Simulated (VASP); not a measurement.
# BN (Fm-3m) in VASP: further runs

Runs on BN. Level: r2SCAN. Tasks: single point.

Everything below comes from runs of VASP 6.6.1. Logs are shortened: lines on timing, memory, paths and dates and some standing lists are left out, and cuts for length are marked.

## 1. The cell of the first run

It takes space group Fm-3m (No. 225, cubic). The conventional cell has a = 3.492 Å, b = 3.492 Å, c = 3.492 Å, α = 90.00°, β = 90.00°, γ = 90.00°. Within 2.3 Å of B (site symmetry m-3m) lie 6 N at 1.75 Å. Within 2.3 Å of N (site symmetry m-3m) lie 6 B at 1.75 Å.

## 2. Single point, r2SCAN

The input, POSCAR:

```
BN
1.0
    0.0000000000      1.7458259068      1.7458259068
    1.7458259068      0.0000000000      1.7458259068
    1.7458259068      1.7458259068      0.0000000000
B N
1 1
Direct
    0.0000000000      0.0000000000      0.0000000000
    0.5000000000      0.5000000000      0.5000000000
```

The input, INCAR.step1:

```
  PREC = Accurate
  ENCUT = 520
  ISMEAR = -1
  SIGMA = 0.02
  LREAL = F
  LASPH = T
  NELM = 60
  NBANDS = 11
  GGA = PE
  ALGO = Normal
  EDIFF = 1E-4
  LWAVE = T
  LCHARG = F
```

The input, INCAR.step2:

```
  PREC = Accurate
  ENCUT = 520
  EDIFF = 1E-6
  ISMEAR = -1
  SIGMA = 0.02
  LREAL = F
  LASPH = T
  NELM = 60
  ALGO = Normal
  ISIF = 2
  LWAVE = F
  LCHARG = T
  METAGGA = R2SCAN
  LMIXTAU = T
  LELF = T
  LVHAR = T
  NBANDS = 11
  ISTART = 1
```

The input, KPOINTS:

```
Automatic mesh
0
Gamma
  12 12 12
```

Potentials or basis: VASP PAW PBE potentials, release 64 (B, N).

Launch:

```console
$ cat potpaw_PBE.64/B/POTCAR potpaw_PBE.64/N/POTCAR > POTCAR
$ cp INCAR.step1 INCAR
$ mpirun -np 1 vasp_std > vasp.out
$ cp INCAR.step2 INCAR
$ mpirun -np 1 vasp_std > vasp.out
```

OUTCAR:

```text
PREC = Accurate
   ENCUT = 520
   EDIFF = 1E-6
   ISMEAR = -1
   LREAL = F
   LASPH = T
   NELM = 60
   ISIF = 2
   METAGGA = R2SCAN
   ISTART = 1

 ion  position               nearest neighbor table
   1  0.000  0.000  0.000-   2 1.75   2 1.75   2 1.75   2 1.75   2 1.75   2 1.75
   2  0.500  0.500  0.500-   1 1.75   1 1.75   1 1.75   1 1.75   1 1.75   1 1.75

  LATTYP: Found a face centered cubic cell.
 ALAT       =     3.4916518136

  Lattice vectors:

 A1 = (   0.0000000000,   1.7458259068,   1.7458259068)
 A2 = (   1.7458259068,   0.0000000000,   1.7458259068)
 A3 = (   1.7458259068,   1.7458259068,   0.0000000000)

Analysis of symmetry for initial positions (statically):
=====================================================================
 Subroutine PRICEL returns:
 Original cell was already a primitive cell.

 Routine SETGRP: Setting up the symmetry group for a
 face centered cubic supercell.

 Subroutine GETGRP returns: Found 48 space group operations
 (whereof 48 operations were pure point group operations)
 out of a pool of 48 trial point group operations.

The static configuration has the point symmetry O_h .

Analysis of symmetry for dynamics (positions and initial velocities):
=====================================================================
 Subroutine PRICEL returns:
 Original cell was already a primitive cell.

 Routine SETGRP: Setting up the symmetry group for a
 face centered cubic supercell.

 Subroutine GETGRP returns: Found 48 space group operations
 (whereof 48 operations were pure point group operations)
 out of a pool of 48 trial point group operations.

The dynamic configuration has the point symmetry O_h .

 Subroutine INISYM returns: Found 48 space group operations
 (whereof 48 operations are pure point group operations),
 and found     1 'primitive' translations

----------------------------------------------------------------------------------------

                                     Primitive cell

  volume of cell :      10.6422

  direct lattice vectors                    reciprocal lattice vectors
     0.000000000  1.745825907  1.745825907    -0.286397400  0.286397400  0.286397400
     1.745825907  0.000000000  1.745825907     0.286397400 -0.286397400  0.286397400
     1.745825907  1.745825907  0.000000000     0.286397400  0.286397400 -0.286397400

  length of vectors
     2.468970675  2.468970675  2.468970675     0.496054847  0.496054847  0.496054847

  position of ions in fractional coordinates (direct lattice)
     0.000000000  0.000000000  0.000000000
[... 81 lines left out ...]
   NSW    =      0    number of steps for IOM
   IBRION =     -1    ionic relax: 0-MD 1-quasi-New 2-CG
   NFREE  =      0    steps in history (QN), initial steepest desc. (CG)
   ISIF   =      2    stress and relaxation
   ISYM   =      2    0-nonsym 1-usesym 2-fastsym
   POTIM  = 0.5000    time-step for ionic-motion
   TEBEG  =    0.0;   TEEND  =   0.0 temperature during run
   PSTRESS=    0.0 pullay stress
   NELECT =       8.0000    total number of electrons
   NUPDOWN=      -1.0000    fix difference up-down
   EMIN   =  10.00;   EMAX   =-10.00  energy-range for DOS
   EFERMI =   0.00;   METHOD = LEGACY
   ISMEAR =    -1;   SIGMA  =   0.02  broadening in eV -4-tet -1-fermi 0-gaus
   EFERMI_NEDOS =   21; number of points for ismear=-14 and -15
   IALGO  =     38    algorithm
   IMIX   =      4    mixing-type and parameters
     AMIX     =   0.40;   BMIX     =  1.00
     AMIX_MAG =   1.60;   BMIX_MAG =  1.00
  volume/ion in A,a.u.               =       5.32        35.91
  Fermi-wavevector in a.u.,A,eV,Ry     =   1.488540  2.812933 30.147134  2.215752
  Thomas-Fermi vector in A             =   2.601562
   LORBIT       =      0    0 simple, 1 ext, 2 COOP (PROOUT), +10 PAW based schemes
   METAGGA = R2SCAN    functional components
   LHFCALC =     F    Hartree Fock is set to
   AEXX    =    0.0000 exact exchange contribution
   IVDW    =     0    specifies the selected vdW correction
   LEPSILON=     F    determine dielectric tensor
   LRPA    =     F    only Hartree local field effects (RPA)
 non-spin polarized calculation
  energy-cutoff  :      520.00
  volume of cell :       10.64
 maximum number of plane-waves:       302
   NGX =  9   NGY =  9   NGZ =  9

 number of electron       7.9999998 magnetization

 Free energy of the ion-electron system (eV)
  ---------------------------------------------------
  ext. energy  EPLUGINS =         0.00000000
  ---------------------------------------------------
  free energy    TOTEN  =       -15.42969610 eV

  energy without entropy =      -15.42969610  energy(sigma->0) =      -15.42969610

 E-fermi :  10.8017     XC(G=0): -14.7039

 val. band max:       10.3752471440   @ k =  -0.1667   0.1667   0.0000
 cond. band min:      11.7046885734   @ k =   0.5000   0.5000   0.0000
 fundamental gap:      1.3294414294
 Fermi energy:        10.8017034507

 k-point     1 :       0.0000    0.0000    0.0000
  band No.  band energies     occupation
      1     -13.3437      2.00000
      2       9.4508      2.00000
      3       9.4508      2.00000
      4       9.4508      2.00000
      5      20.1931      0.00000
      6      23.5285      0.00000
      7      23.5286      0.00000
      8      23.5286      0.00000
      9      29.7680      0.00000
     10      29.7680      0.00000
     11      29.7680      0.00000
[... 309 lines left out ...]
 k-point    24 :      -0.4167    0.1667    0.0000
  band No.  band energies     occupation
      1      -7.4149      2.00000
      2      -1.9961      2.00000
      3       5.6531      2.00000
      4       8.3204      2.00000
      5      15.8578      0.00000
      6      18.0853      0.00000
      7      21.2825      0.00000
      8      25.9177      0.00000
      9      33.6602      0.00000
     10      36.5643      0.00000
     11      40.8383      0.00000

 [... further k-points ...]
[... 5 lines left out ...]
  --------------------------------------------------------------------------------------
  -------------------------------------------------------------------------------------
  Total        0.0278648      0.0278648      0.0278648      0.0000000     -0.0000000      0.0000000
  in kB        4.1950129      4.1950129      4.1950129      0.0000000     -0.0000000      0.0000000
  external PRESSURE =       4.1950129 kB  Pullay stress =       0.0000000 kB

 VOLUME and BASIS-vectors are now :
 -----------------------------------------------------------------------------
  energy-cutoff  :      520.00
  volume of cell :       10.64
      direct lattice vectors                 reciprocal lattice vectors
     0.000000000  1.745825907  1.745825907    -0.286397400  0.286397400  0.286397400
     1.745825907  0.000000000  1.745825907     0.286397400 -0.286397400  0.286397400
     1.745825907  1.745825907  0.000000000     0.286397400  0.286397400 -0.286397400

 POSITION                                       TOTAL-FORCE (eV/Angst)
 -----------------------------------------------------------------------------------
      0.00000      0.00000      0.00000         0.000000      0.000000      0.000000
      1.74583      1.74583      1.74583         0.000000     -0.000000      0.000000
 -----------------------------------------------------------------------------------
    total drift:                               -0.000000     -0.000000     -0.000000

  FREE ENERGIE OF THE ION-ELECTRON SYSTEM (eV)
  ---------------------------------------------------
  free  energy   TOTEN  =       -15.4296961025 eV

  energy  without entropy=      -15.4296961025  energy(sigma->0) =      -15.42969610
```

OUTCAR.step1:

```text
PREC = Accurate
   ENCUT = 520
   ISMEAR = -1
   LREAL = F
   LASPH = T
   NELM = 60
[... 554 lines left out ...]
 -----------------------------------------------------------------------------------
      0.00000      0.00000      0.00000        -0.000000      0.000000      0.000000
      1.74583      1.74583      1.74583         0.000000     -0.000000     -0.000000
 -----------------------------------------------------------------------------------
    total drift:                               -0.000000     -0.000000     -0.000000

  FREE ENERGIE OF THE ION-ELECTRON SYSTEM (eV)
  ---------------------------------------------------
  free  energy   TOTEN  =       -13.9444495489 eV

  energy  without entropy=      -13.9444495489  energy(sigma->0) =      -13.94444955
```

Run time: 18 s. Hardware: 1 thread of Intel Xeon Platinum 8375C at 2.90GHz (Ice Lake), shared host; peak memory 0.12 GiB.

Results:

| Item | Value |
| --- | --- |
| Free energy | -15.4297 eV |
| Pressure | 0.4 GPa |
| Band gap on the k mesh | 1.33 eV, indirect (least direct gap 6.51 eV) |

Levels at points of the mesh, in eV from the valence-band top:
```csv
k point,band 1,band 2,band 3,band 4,band 5,band 6,band 7,band 8,band 9
"(0.00, 0.00, 0.00)",-23.72,-0.92,-0.92,-0.92,9.82,13.15,13.15,13.15,19.39
"(0.50, 0.00, 0.00)",-18.35,-13.17,-0.74,-0.74,5.77,5.77,7.93,14.69,24.33
"(0.50, 0.50, 0.00)",-15.52,-12.34,-5.91,-5.91,1.33,9.59,15.87,15.87,17.63
```

Caveat: the PAW data sets were made with another functional, which shifts forces and pressure a little. r2SCAN opens gaps a little over a GGA but as a rule still falls short of measured ones.

## 3. Single point, r2SCAN

POSCAR is that of step 2.

The input, INCAR.step1:

```
PREC = Accurate
ENCUT = 520
ISMEAR = 0
SIGMA = 0.01
LREAL = False
LASPH = True
NELM = 80
NBANDS = 11
GGA = PE
ALGO = Normal
EDIFF = 1E-4
LWAVE = True
LCHARG = False
```

The input, INCAR.step2:

```
PREC = Accurate
ENCUT = 520
EDIFF = 1E-7
ISMEAR = 0
SIGMA = 0.01
LREAL = False
LASPH = True
NELM = 80
ALGO = Normal
ISIF = 2
LWAVE = False
LCHARG = False
METAGGA = R2SCAN
LMIXTAU = True
NBANDS = 11
ISTART = 1
```

KPOINTS is that of step 2.

Potentials or basis: VASP PAW PBE potentials, release 64 (B, N).

Launch:

```console
$ cat potpaw_PBE.64/B/POTCAR potpaw_PBE.64/N/POTCAR > POTCAR
$ cp INCAR.step1 INCAR
$ mpirun -np 1 vasp_std > vasp.out
$ cp INCAR.step2 INCAR
$ mpirun -np 1 vasp_std > vasp.out
```

OUTCAR:

```text
PREC = Accurate
   ENCUT = 520
   EDIFF = 1E-7
   ISMEAR = 0
   LREAL = False
   LASPH = True
   NELM = 80
   ISIF = 2
   METAGGA = R2SCAN
   ISTART = 1

 ion  position               nearest neighbor table
   1  0.000  0.000  0.000-   2 1.75   2 1.75   2 1.75   2 1.75   2 1.75   2 1.75
   2  0.500  0.500  0.500-   1 1.75   1 1.75   1 1.75   1 1.75   1 1.75   1 1.75

  LATTYP: Found a face centered cubic cell.
 ALAT       =     3.4916518136

  Lattice vectors:

 A1 = (   0.0000000000,   1.7458259068,   1.7458259068)
 A2 = (   1.7458259068,   0.0000000000,   1.7458259068)
[... 514 lines left out ...]
      8      25.9184      0.00000
      9      33.6602      0.00000
     10      36.5641      0.00000
     11      40.8379      0.00000

 [... further k-points ...]
[... 5 lines left out ...]
  --------------------------------------------------------------------------------------
  -------------------------------------------------------------------------------------
  Total        0.0316719      0.0316719      0.0316719     -0.0000000      0.0000000     -0.0000000
  in kB        4.7681666      4.7681666      4.7681666     -0.0000000      0.0000000     -0.0000000
  external PRESSURE =       4.7681666 kB  Pullay stress =       0.0000000 kB

 VOLUME and BASIS-vectors are now :
 -----------------------------------------------------------------------------
  energy-cutoff  :      520.00
  volume of cell :       10.64
      direct lattice vectors                 reciprocal lattice vectors
     0.000000000  1.745825907  1.745825907    -0.286397400  0.286397400  0.286397400
     1.745825907  0.000000000  1.745825907     0.286397400 -0.286397400  0.286397400
     1.745825907  1.745825907  0.000000000     0.286397400  0.286397400 -0.286397400

 POSITION                                       TOTAL-FORCE (eV/Angst)
 -----------------------------------------------------------------------------------
      0.00000      0.00000      0.00000        -0.000000     -0.000000      0.000000
      1.74583      1.74583      1.74583         0.000000      0.000000      0.000000
 -----------------------------------------------------------------------------------
    total drift:                               -0.000000     -0.000000     -0.000000

  FREE ENERGIE OF THE ION-ELECTRON SYSTEM (eV)
  ---------------------------------------------------
  free  energy   TOTEN  =       -15.4296989026 eV

  energy  without entropy=      -15.4296989026  energy(sigma->0) =      -15.42969890
```

OSZICAR.step1:

```text
N       E                     dE             d eps       ncg     rms          rms(c)
DAV:   1     0.112456413415E+02    0.11246E+02   -0.50536E+03  1651   0.737E+02
DAV:   2    -0.141666586028E+02   -0.25412E+02   -0.23730E+02  1853   0.153E+02
DAV:   3    -0.147679983051E+02   -0.60134E+00   -0.59914E+00  1872   0.187E+01
DAV:   4    -0.147687055190E+02   -0.70721E-03   -0.70720E-03  1731   0.667E-01
DAV:   5    -0.147687058271E+02   -0.30815E-06   -0.30814E-06  1730   0.150E-02    0.630E+00
DAV:   6    -0.139336223123E+02    0.83508E+00   -0.42006E+00  1722   0.106E+01    0.238E+00
DAV:   7    -0.139403366743E+02   -0.67144E-02   -0.78318E-02  1731   0.239E+00    0.158E+00
DAV:   8    -0.139446814864E+02   -0.43448E-02   -0.71240E-03  1680   0.635E-01    0.304E-01
DAV:   9    -0.139444424523E+02    0.23903E-03   -0.10750E-03  1746   0.174E-01    0.833E-02
DAV:  10    -0.139444495489E+02   -0.70965E-05   -0.37893E-05   885   0.475E-02
   1 F= -.13944450E+02 E0= -.13944450E+02  d E =-.173481E-43
```

It took 24 s on 1 thread of Intel Xeon Platinum 8375C at 2.90GHz (Ice Lake), shared host; peak memory 0.12 GiB.

What came out:

* Free energy: -15.4297 eV
* Pressure: 0.5 GPa
* Band gap on the k mesh: 1.33 eV, indirect (least direct gap 6.51 eV)

Caveat: the PAW data sets were made with another functional, which shifts forces and pressure a little.
